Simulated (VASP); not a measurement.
# TiB2 in VASP: further runs, part 2 of 3

VASP 6.6.1. The steps go on from the part before.

**4. Single point, PBEsol (equal xx and yy strain of -2 %)**

Contents of INCAR:

```
SYSTEM = TiB2
  PREC = Accurate
  ENCUT = 520
  EDIFF = 1E-7
  ISMEAR = -1
  SIGMA = 0.08
  LREAL = .False.
  LASPH = .True.
  NELM = 100
  ALGO = Normal
  ISIF = 2
  LWAVE = .False.
  LCHARG = .True.
  GGA = PS
  LELF = .True.
  LVHAR = .True.
  NBANDS = 16
```

Contents of KPOINTS:

```
Automatic mesh
0
Gamma
  15 15 13
  0 0 0
```

Contents of POSCAR:

```
TiB2
1.0
    2.9686142376      0.0000000000      0.0000000000
   -1.4843071188      2.5708953438      0.0000000000
    0.0000000000      0.0000000000      3.2284000000
Ti B
1 2
Direct
    0.0000000000      0.0000000000      0.0000000000
    0.3333333333      0.6666666667      0.5000000000
    0.6666666667      0.3333333333      0.5000000000
```

Potentials or basis: VASP PAW PBE potentials, release 64 (Ti_sv, B).

Started as:

```console
$ cat potpaw_PBE.64/Ti_sv/POTCAR potpaw_PBE.64/B/POTCAR > POTCAR
$ mpirun -np 1 vasp_std > vasp.out
```

OUTCAR:

```text
SYSTEM = TiB2
   PREC = Accurate
   ENCUT = 520
   EDIFF = 1E-7
   ISMEAR = -1
   LREAL = .False.
   LASPH = .True.
   NELM = 100
   ISIF = 2
   GGA = PS

 ion  position               nearest neighbor table
   1  0.000  0.000  0.000-   2 2.35   3 2.35   2 2.35   3 2.35   3 2.35   3 2.35   2 2.35   2 2.35
                             3 2.35   3 2.35   2 2.35   2 2.35
   2  0.333  0.667  0.500-   3 1.71   3 1.71   3 1.71   1 2.35   1 2.35   1 2.35   1 2.35   1 2.35
                             1 2.35
   3  0.667  0.333  0.500-   2 1.71   2 1.71   2 1.71   1 2.35   1 2.35   1 2.35   1 2.35   1 2.35
                             1 2.35

  LATTYP: Found a hexagonal cell.
 ALAT       =     2.9686142376
 C/A-ratio  =     1.0875107850

  Lattice vectors:

 A1 = (   2.9686142376,   0.0000000000,   0.0000000000)
 A2 = (  -1.4843071188,   2.5708953438,   0.0000000000)
 A3 = (   0.0000000000,   0.0000000000,   3.2284000000)

Analysis of symmetry for initial positions (statically):
=====================================================================
 Subroutine PRICEL returns:
 Original cell was already a primitive cell.

 Routine SETGRP: Setting up the symmetry group for a
 hexagonal supercell.

 Subroutine GETGRP returns: Found 24 space group operations
 (whereof 24 operations were pure point group operations)
 out of a pool of 24 trial point group operations.

The static configuration has the point symmetry D_6h.

Analysis of symmetry for dynamics (positions and initial velocities):
=====================================================================
 Subroutine PRICEL returns:
 Original cell was already a primitive cell.

 Routine SETGRP: Setting up the symmetry group for a
 hexagonal supercell.

 Subroutine GETGRP returns: Found 24 space group operations
 (whereof 24 operations were pure point group operations)
 out of a pool of 24 trial point group operations.

The dynamic configuration has the point symmetry D_6h.

 Subroutine INISYM returns: Found 24 space group operations
 (whereof 24 operations are pure point group operations),
 and found     1 'primitive' translations

----------------------------------------------------------------------------------------

                                     Primitive cell

  volume of cell :      24.6391

  direct lattice vectors                    reciprocal lattice vectors
     2.968614238  0.000000000  0.000000000     0.336857510  0.194484774  0.000000000
    -1.484307119  2.570895344  0.000000000     0.000000000  0.388969548  0.000000000
     0.000000000  0.000000000  3.228400000     0.000000000  0.000000000  0.309750960

  length of vectors
     2.968614238  2.968614238  3.228400000     0.388969548  0.388969548  0.309750960

  position of ions in fractional coordinates (direct lattice)
     0.000000000  0.000000000  0.000000000
     0.333333333  0.666666667  0.500000000
     0.666666667  0.333333333  0.500000000

  ion indices of the primitive-cell ions
   primitive index   ion index
                 1           1
                 2           2
                 3           3

----------------------------------------------------------------------------------------

 KPOINTS: Automatic mesh

Automatic generation of k-mesh.
 Grid dimensions read from file:
 generate k-points for:   15   15   13

 Generating k-lattice:

  Cartesian coordinates                     Fractional coordinates (reciprocal lattice)
     0.022457167  0.012965652  0.000000000     0.066666667 -0.000000000  0.000000000
     0.000000000  0.025931303  0.000000000     0.000000000  0.066666667  0.000000000
     0.000000000  0.000000000  0.023826997     0.000000000  0.000000000  0.076923077

  Length of vectors
     0.025931303  0.025931303  0.023826997

  Shift w.r.t. Gamma in fractional coordinates (k-lattice)
     0.000000000  0.000000000  0.000000000

 Subroutine IBZKPT returns following result:
 ===========================================

 Found    189 irreducible k-points:

 Following reciprocal coordinates:
            Coordinates               Weight
  0.000000  0.000000  0.000000      1.000000
  0.066667  0.000000  0.000000      6.000000
  0.133333 -0.000000  0.000000      6.000000
  0.200000  0.000000  0.000000      6.000000
  0.266667 -0.000000  0.000000      6.000000
  0.333333 -0.000000  0.000000      6.000000
[... 16 lines left out ...]
  0.333333  0.200000  0.000000     12.000000
  0.400000  0.200000  0.000000      6.000000
 [... further k-points ...]
   k-points           NKPTS =    189   k-points in BZ     NKDIM =    189   number of bands    NBANDS=     16
   number of dos      NEDOS =    301   number of ions     NIONS =      3
   total plane-waves  NPLWV =  13824
   dimension x,y,z NGX =    24 NGY =   24 NGZ =   24
   dimension x,y,z NGXF=    48 NGYF=   48 NGZF=   48
   ions per type =               1   2
   NGX,Y,Z   is equivalent  to a cutoff of  13.44, 13.44, 12.36 a.u.
   NGXF,Y,Z  is equivalent  to a cutoff of  26.88, 26.88, 24.72 a.u.
 SYSTEM =  TiB2
   PREC   = accura    normal or accurate (medium, high low for compatibility)
   ISTART =      0    job   : 0-new  1-cont  2-samecut
   ICHARG =      2    charge: 1-file 2-atom 10-const
   ISPIN  =      1    spin polarized calculation?
   LNONCOLLINEAR =      F non collinear calculations
   LSORBIT =      F    spin-orbit coupling
   LASPH  =      T    aspherical Exc in radial PAW
   ENCUT  =  520.0 eV  38.22 Ry    6.18 a.u.   5.52  5.52  6.00*2*pi/ulx,y,z
   NELM   =    100;   NELMIN=  2; NELMDL= -5     # of ELM steps
   EDIFF  = 0.1E-06   stopping-criterion for ELM
   LREAL  =      F    real-space projection
   EDIFFG = 0.1E-05   stopping-criterion for IOM
   NSW    =      0    number of steps for IOM
   IBRION =     -1    ionic relax: 0-MD 1-quasi-New 2-CG
   NFREE  =      0    steps in history (QN), initial steepest desc. (CG)
   ISIF   =      2    stress and relaxation
   ISYM   =      2    0-nonsym 1-usesym 2-fastsym
   POTIM  = 0.5000    time-step for ionic-motion
   TEBEG  =    0.0;   TEEND  =   0.0 temperature during run
   PSTRESS=    0.0 pullay stress
   NELECT =      18.0000    total number of electrons
   NUPDOWN=      -1.0000    fix difference up-down
   EMIN   =  10.00;   EMAX   =-10.00  energy-range for DOS
   EFERMI =   0.00;   METHOD = LEGACY
   ISMEAR =    -1;   SIGMA  =   0.08  broadening in eV -4-tet -1-fermi 0-gaus
   EFERMI_NEDOS =   21; number of points for ismear=-14 and -15
   IALGO  =     38    algorithm
   IMIX   =      4    mixing-type and parameters
     AMIX     =   0.40;   BMIX     =  1.00
     AMIX_MAG =   1.60;   BMIX_MAG =  1.00
  volume/ion in A,a.u.               =       8.21        55.42
  Fermi-wavevector in a.u.,A,eV,Ry     =   1.474429  2.786267 29.578257  2.173941
  Thomas-Fermi vector in A             =   2.589201
   LORBIT       =      0    0 simple, 1 ext, 2 COOP (PROOUT), +10 PAW based schemes
   GGA     = PS    functional components
   LHFCALC =     F    Hartree Fock is set to
   AEXX    =    0.0000 exact exchange contribution
   IVDW    =     0    specifies the selected vdW correction
   LEPSILON=     F    determine dielectric tensor
   LRPA    =     F    only Hartree local field effects (RPA)
 non-spin polarized calculation
  energy-cutoff  :      520.00
  volume of cell :       24.64
 maximum number of plane-waves:       684
 NGX is ok and might be reduce to    24
   NGX = 11   NGY = 11   NGZ = 13

 number of electron      18.0000000 magnetization

 Free energy of the ion-electron system (eV)
  ---------------------------------------------------
  ext. energy  EPLUGINS =         0.00000000
  ---------------------------------------------------
  free energy    TOTEN  =       -25.76290912 eV

  energy without entropy =      -25.75554677  energy(sigma->0) =      -25.75922795

 E-fermi :  10.3667     XC(G=0): -13.0642

 val. band max:       10.3251540800   @ k =   0.2000   0.2000   0.0769
 cond. band min:      10.4021200752   @ k =   0.0000   0.0000   0.2308
 fundamental gap:      0.0769659952
 Fermi energy:        10.3666527639

 k-point     1 :       0.0000    0.0000    0.0000
  band No.  band energies     occupation
      1     -46.2816      2.00000
      2     -22.7700      2.00000
      3     -22.3786      2.00000
      4     -22.3786      2.00000
      5      -3.3700      2.00000
      6       7.7977      2.00000
[... 8 lines left out ...]
     15      16.4592      0.00000
     16      18.0186      0.00000
[... 419 lines left out ...]
 k-point    24 :       0.4000    0.2000    0.0000
  band No.  band energies     occupation
      1     -46.2045      2.00000
      2     -22.8182      2.00000
      3     -22.6746      2.00000
      4     -22.6037      2.00000
      5       1.4090      2.00000
      6       1.4535      2.00000
[... 8 lines left out ...]
     15      19.3502      0.00000
     16      20.9159      0.00000

 [... further k-points ...]
[... 5 lines left out ...]
  --------------------------------------------------------------------------------------
  -------------------------------------------------------------------------------------
  Total        1.7978399      1.7978399     -0.4074653     -0.0000000     -0.0000000     -0.0000000
  in kB      116.9058078    116.9058078    -26.4957197     -0.0000000     -0.0000000     -0.0000000
  external PRESSURE =      69.1052986 kB  Pullay stress =       0.0000000 kB

 VOLUME and BASIS-vectors are now :
 -----------------------------------------------------------------------------
  energy-cutoff  :      520.00
  volume of cell :       24.64
      direct lattice vectors                 reciprocal lattice vectors
     2.968614238  0.000000000  0.000000000     0.336857510  0.194484774  0.000000000
    -1.484307119  2.570895344  0.000000000     0.000000000  0.388969548  0.000000000
     0.000000000  0.000000000  3.228400000     0.000000000  0.000000000  0.309750960

 POSITION                                       TOTAL-FORCE (eV/Angst)
 -----------------------------------------------------------------------------------
      0.00000      0.00000      0.00000        -0.000000      0.000000      0.000000
     -0.00000      1.71393      1.61420        -0.000000      0.000000     -0.000000
      1.48431      0.85697      1.61420         0.000000     -0.000000      0.000000
 -----------------------------------------------------------------------------------
    total drift:                               -0.000000      0.000000      0.000000

  FREE ENERGIE OF THE ION-ELECTRON SYSTEM (eV)
  ---------------------------------------------------
  free  energy   TOTEN  =       -25.7629091248 eV

  energy  without entropy=      -25.7555467656  energy(sigma->0) =      -25.75922795
```

stdout:

```text
POSCAR found type information on POSCAR TiB
 POSCAR found :  2 types and       3 ions
 scaLAPACK will be used
 -----------------------------------------------------------------------------
|                                                                             |
|                                                                             |
|     You enforced a specific xc type in the INCAR file but a different       |
|     I HOPE YOU KNOW WHAT YOU ARE DOING!                                     |
|                                                                             |
 -----------------------------------------------------------------------------

 LDA part: xc-table for (Slater+PW92), standard interpolation
 POSCAR, INCAR and KPOINTS ok, starting setup
 FFT: planning ... GRIDC
 FFT: planning ... GRID_SOFT
 FFT: planning ... GRID
 WAVECAR not read
 entering main loop
```

It took 97 s on 1 thread of Intel Xeon 8259CL, shared host; peak memory 0.2 GiB.

What came out:

- Free energy: -25.7629 eV
- Pressure: 6.9 GPa
- Band gap on the k mesh: zero (bands 9 and 10 overlap by 0.53 eV)

Stress tensor (GPa, compression positive):
```
11.69  0.00  0.00
 0.00 11.69  0.00
 0.00  0.00 -2.65
```

Levels at points of the mesh, in eV from the Fermi level:
```tsv
k point	band 7	band 8	band 9	band 10	band 11	band 12
(0.00, 0.00, 0.00)	-2.56	-2.56	-2.32	1.98	1.98	3.73
```

Caveat: the cell differs from its parent crystal (equal xx and yy strain of -2 %); the cell stands under pressure; the PAW data sets were made with another functional, which shifts forces and pressure a little.

(Continued in part 3 of 3.)
